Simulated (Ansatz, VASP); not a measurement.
**NaCaGaS3O12 in VASP and in Ansatz**

POSCAR

```
NaCaGaS3O12
1.0
    4.4343937305      2.5601984140      7.6200363767
   -4.4343937305      2.5601984140      7.6200363767
    0.0000000000     -5.1203968280      7.6200363767
Na Ca Ga S O
2 2 2 6 24
Direct
    0.4981004100      0.4981004100      0.4981004100
    0.9981004100      0.9981004100      0.9981004100
    0.6456531800      0.6456531800      0.6456531800
    0.1456531800      0.1456531800      0.1456531800
    0.3490680700      0.3490680700      0.3490680700
    0.8490680700      0.8490680700      0.8490680700
    0.7281616800      0.0566000500      0.4648210000
    0.4648210000      0.7281616800      0.0566000500
    0.0566000500      0.4648210000      0.7281616800
    0.5566000500      0.2281616800      0.9648210000
    0.9648210000      0.5566000500      0.2281616800
    0.2281616800      0.9648210000      0.5566000500
    0.6988492900      0.9030171400      0.4917493600
    0.4917493600      0.6988492900      0.9030171400
    0.9030171400      0.4917493600      0.6988492900
    0.4030171400      0.1988492900      0.9917493600
    0.9917493600      0.4030171400      0.1988492900
    0.1988492900      0.9917493600      0.4030171400
    0.2615208200      0.1259363400      0.5255444800
    0.5255444800      0.2615208200      0.1259363400
    0.1259363400      0.5255444800      0.2615208200
    0.6259363400      0.7615208200      0.0255444800
    0.0255444800      0.6259363400      0.7615208200
    0.7615208200      0.0255444800      0.6259363400
    0.3815863900      0.7916832600      0.5912135300
    0.5912135300      0.3815863900      0.7916832600
    0.7916832600      0.5912135300      0.3815863900
    0.2916832600      0.8815863900      0.0912135300
    0.0912135300      0.2916832600      0.8815863900
    0.8815863900      0.0912135300      0.2916832600
    0.5580812300      0.2272746600      0.4511391100
    0.4511391100      0.5580812300      0.2272746600
    0.2272746600      0.4511391100      0.5580812300
    0.7272746600      0.0580812300      0.9511391100
    0.9511391100      0.7272746600      0.0580812300
    0.0580812300      0.9511391100      0.7272746600
```

Contents of INCAR.step1:

```
SYSTEM = NaCaGaS3O12
PREC = Accurate
ENCUT = 520
ISMEAR = -1
SIGMA = 0.02
LREAL = Auto
LASPH = .True.
NELM = 100
NBANDS = 144
GGA = PE
ALGO = Normal
EDIFF = 1E-4
LWAVE = .True.
LCHARG = .False.
```

The input INCAR.step2:

```
SYSTEM = NaCaGaS3O12
PREC = Accurate
ENCUT = 520
EDIFF = 1E-8
ISMEAR = -1
SIGMA = 0.02
LREAL = Auto
LASPH = .True.
NELM = 100
ALGO = Normal
ISIF = 2
LWAVE = .False.
LCHARG = .False.
METAGGA = R2SCAN
LMIXTAU = .True.
LEFG = .True.
NBANDS = 144
ISTART = 1
```

Contents of KPOINTS:

```
Automatic mesh
0
Gamma
  3 3 3
  0 0 0
```

Input for Ansatz:

```yaml
crystal:
  lattice:
    - [4.4343937305, 2.560198414, 7.6200363767]
    - [-4.4343937305, 2.560198414, 7.6200363767]
    - [0.0, -5.120396828, 7.6200363767]
  atoms:
    - { symbol: Na, position: [0.49810041, 0.49810041, 0.49810041] }
    - { symbol: Na, position: [0.99810041, 0.99810041, 0.99810041] }
    - { symbol: Ca, position: [0.64565318, 0.64565318, 0.64565318] }
    - { symbol: Ca, position: [0.14565318, 0.14565318, 0.14565318] }
    - { symbol: Ga, position: [0.34906807, 0.34906807, 0.34906807] }
    - { symbol: Ga, position: [0.84906807, 0.84906807, 0.84906807] }
    - { symbol: S, position: [0.72816168, 0.05660005, 0.464821] }
    - { symbol: S, position: [0.464821, 0.72816168, 0.05660005] }
    - { symbol: S, position: [0.05660005, 0.464821, 0.72816168] }
    - { symbol: S, position: [0.55660005, 0.22816168, 0.964821] }
    - { symbol: S, position: [0.964821, 0.55660005, 0.22816168] }
    - { symbol: S, position: [0.22816168, 0.964821, 0.55660005] }
    - { symbol: O, position: [0.69884929, 0.90301714, 0.49174936] }
    - { symbol: O, position: [0.49174936, 0.69884929, 0.90301714] }
    - { symbol: O, position: [0.90301714, 0.49174936, 0.69884929] }
    - { symbol: O, position: [0.40301714, 0.19884929, 0.99174936] }
    - { symbol: O, position: [0.99174936, 0.40301714, 0.19884929] }
    - { symbol: O, position: [0.19884929, 0.99174936, 0.40301714] }
    - { symbol: O, position: [0.26152082, 0.12593634, 0.52554448] }
    - { symbol: O, position: [0.52554448, 0.26152082, 0.12593634] }
    - { symbol: O, position: [0.12593634, 0.52554448, 0.26152082] }
    - { symbol: O, position: [0.62593634, 0.76152082, 0.02554448] }
    - { symbol: O, position: [0.02554448, 0.62593634, 0.76152082] }
    - { symbol: O, position: [0.76152082, 0.02554448, 0.62593634] }
    - { symbol: O, position: [0.38158639, 0.79168326, 0.59121353] }
    - { symbol: O, position: [0.59121353, 0.38158639, 0.79168326] }
    - { symbol: O, position: [0.79168326, 0.59121353, 0.38158639] }
    - { symbol: O, position: [0.29168326, 0.88158639, 0.09121353] }
    - { symbol: O, position: [0.09121353, 0.29168326, 0.88158639] }
    - { symbol: O, position: [0.88158639, 0.09121353, 0.29168326] }
    - { symbol: O, position: [0.55808123, 0.22727466, 0.45113911] }
    - { symbol: O, position: [0.45113911, 0.55808123, 0.22727466] }
    - { symbol: O, position: [0.22727466, 0.45113911, 0.55808123] }
    - { symbol: O, position: [0.72727466, 0.05808123, 0.95113911] }
    - { symbol: O, position: [0.95113911, 0.72727466, 0.05808123] }
    - { symbol: O, position: [0.05808123, 0.95113911, 0.72727466] }
kpoints:
  mp_grid: { grid: [3, 3, 3] }
scf:
  occupations: { method: fermi_dirac, width: 0.02 }
hamiltonian:
  xc: r2scan
  pseudopotentials: { kind: paw }
output:
  forces: true
  stress: true
  populations: true
  efg:
    quadrupole_moments_barn: { Na: 0.104, Ca: -0.0408, Ga: 0.107, S: -0.0694, O: -0.02558 }
    contact_densities: true
```

Alike in both runs: task electric field gradients; functional r2SCAN; k mesh 3 × 3 × 3; occupations fermi-dirac, width 0.02 eV; no spin polarisation.

|  | VASP | Ansatz |
| --- | --- | --- |
| version | VASP 6.6.1 | Ansatz 0.2.0 |
| potentials or method | VASP PAW PBE potentials, release 64 (Na_pv, Ca_sv, Ga_d, S, O) | plane-wave PAW, scalar-relativistic |
| plane-wave cutoff (eV) | 520 | 500 |
| valence electrons in the cell | 240 | 244 |

```tsv
	VASP	Ansatz	Ansatz less VASP
gap on the k mesh at the Fermi level (eV)	3.03	3.06	+0.023
pressure (GPa)	-4.5	-3.7	+0.76
traceless stress, the component that is largest in VASP (GPa)	0.05	0.18	+0.131
rms of the force components (eV/Å)	0.287	0.211	-0.0760
size of Vzz on the site where it differs most (V/Å²)	32.0	27.6	-4.38
```

VASP's potentials were made for PBE, not for r2SCAN. Atom by atom the forces differ by 0.130 eV/Å (rms over components). With one functional, cell and mesh, what is left measures potentials, basis and numerics. VASP's potentials hold 240 valence electrons a cell and Ansatz's 244, so a difference there can come from the potentials and not from the codes.
